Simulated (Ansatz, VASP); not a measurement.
**Two plane-wave programs on NaF**

Contents of INCAR:

```
ALGO = Normal
EDIFF = 1E-8
ENCUT = 520
GGA = CA
ISIF = 2
ISMEAR = -1
LASPH = T
LCHARG = F
LEFG = T
LREAL = F
LWAVE = F
NBANDS = 14
NELM = 80
PREC = Accurate
SIGMA = 0.03
```

Contents of KPOINTS:

```
k-points
0
Gamma
  10 10 10
```

File POSCAR:

```
NaF
1.0
    0.0000000000      2.2550000806      2.2550000806
    2.2550000806      0.0000000000      2.2550000806
    2.2550000806      2.2550000806      0.0000000000
Na F
1 1
Direct
    0.0000000000      0.0000000000      0.0000000000
    0.5000000000      0.5000000000      0.5000000000
```

Input for Ansatz:

```yaml
crystal:
  lattice:
    - [0.0, 2.2550000806, 2.2550000806]
    - [2.2550000806, 0.0, 2.2550000806]
    - [2.2550000806, 2.2550000806, 0.0]
  atoms:
    - { symbol: Na, position: [0.0, 0.0, 0.0] }
    - { symbol: F, position: [0.5, 0.5, 0.5] }
kpoints:
  mp_grid: { grid: [10, 10, 10] }
scf:
  occupations: { method: fermi_dirac, width: 0.03 }
hamiltonian:
  xc: lda
  pseudopotentials: { kind: paw }
output:
  forces: true
  stress: true
  eigenvalues: true
  efg: { contact_densities: true }
```

Change from the starting cell: volume scaled by 0.96, PAW files.

Alike in both runs: task electric field gradients; functional LDA; k mesh 10 × 10 × 10; occupations fermi-dirac, width 0.03 eV; no spin polarisation.

|  | VASP | Ansatz |
| --- | --- | --- |
| version | VASP 6.6.1 | Ansatz 0.2.0 |
| potentials or method | VASP PAW LDA potentials, release 64 (Na_pv, F) | PAW with Ansatz's default frozen-core files, scalar-relativistic |
| plane-wave cutoff (eV) | 520 | 420 |
| valence electrons in the cell | 14 | 16 |

```tsv
	VASP	Ansatz	Ansatz less VASP
gap on the k mesh at the Fermi level (eV)	6.41	6.43	+0.023
pressure (GPa)	-0.3	-0.3	+0.01
```

LDA's correlation is that of Perdew and Zunger in VASP and of Perdew and Wang (1992) in Ansatz. VASP's potentials hold 14 valence electrons a cell and Ansatz's 16, so a difference there can come from the potentials and not from the codes.
